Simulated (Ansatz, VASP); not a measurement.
NaI in VASP and in Ansatz

File POSCAR:

```
NaI
1.0
    0.0242730000      3.2364000000      3.2364000000
    3.2606730000      0.0000000000      3.2606730000
    3.2364000000      3.2364000000      0.0242730000
Na I
1 1
Direct
    0.0000000000      0.0000000000      0.0000000000
    0.5000000000      0.5000000000      0.5000000000
```

INCAR.step1

```
PREC = Accurate
ENCUT = 520
ISMEAR = 0
SIGMA = 0.05
LREAL = False
LASPH = True
NELM = 100
NBANDS = 14
GGA = PE
ALGO = Normal
EDIFF = 1E-4
LWAVE = True
LCHARG = False
```

The input INCAR.step2:

```
PREC = Accurate
ENCUT = 520
EDIFF = 1E-7
ISMEAR = 0
SIGMA = 0.05
LREAL = False
LASPH = True
NELM = 100
ALGO = Normal
ISIF = 2
LWAVE = False
LCHARG = True
METAGGA = R2SCAN
LMIXTAU = True
LELF = True
LVHAR = True
NBANDS = 14
ISTART = 1
```

File KPOINTS:

```
Automatic mesh
0
Gamma
  6 6 6
```

Input for Ansatz:

```yaml
crystal:
  lattice:
    - [0.024273, 3.2364, 3.2364]
    - [3.260673, 0.0, 3.260673]
    - [3.2364, 3.2364, 0.024273]
  atoms:
    - { symbol: Na, position: [0.0, 0.0, 0.0] }
    - { symbol: I, position: [0.5, 0.5, 0.5] }
basis:
  ecutwfc: 500
kpoints:
  mp_grid: { grid: [6, 6, 6] }
hamiltonian:
  xc: r2scan
scf:
  occupations: { method: gaussian, width: 0.05 }
output:
  forces: true
  stress: true
  eigenvalues: true
  write_density: true
  write_potential: true
  elf: true
  volumetric_format: npy
```

Change from the starting cell: strain +0.0150 x Voigt [0, 0, 0, 0, 1, 0], atoms carried along.

Alike in both runs: task single point; functional r2SCAN; k mesh 6 × 6 × 6; occupations gaussian, width 0.05 eV; no spin polarisation.

|  | VASP | Ansatz |
| --- | --- | --- |
| version | VASP 6.6.1 | Ansatz 0.2.0 |
| potentials or method | VASP PAW PBE potentials, release 64 (Na_pv, I), cutoff 520 eV | scalar-relativistic, plane waves, PAW |
| valence electrons in the cell | 14 | 26 |

VASP gave:

| Quantity | Value |
| --- | --- |
| gap on the k mesh at the Fermi level (eV) | 4.40 |
| least direct gap on the mesh (eV) | 4.40 |
| pressure (GPa) | -0.2 |
| traceless stress, the component that is largest in VASP (GPa) | -0.12 |

Problem. Estimate Ansatz's values.

Solution. gap on the k mesh at the Fermi level (eV): 4.39; least direct gap on the mesh (eV): 4.39; pressure (GPa): -0.1; traceless stress, the component that is largest in VASP (GPa): -0.12.

VASP's potentials were made for PBE, not for r2SCAN. VASP's potentials hold 14 valence electrons a cell and Ansatz's 26, so a difference there can come from the potentials and not from the codes.

Spin-orbit coupling is off throughout.
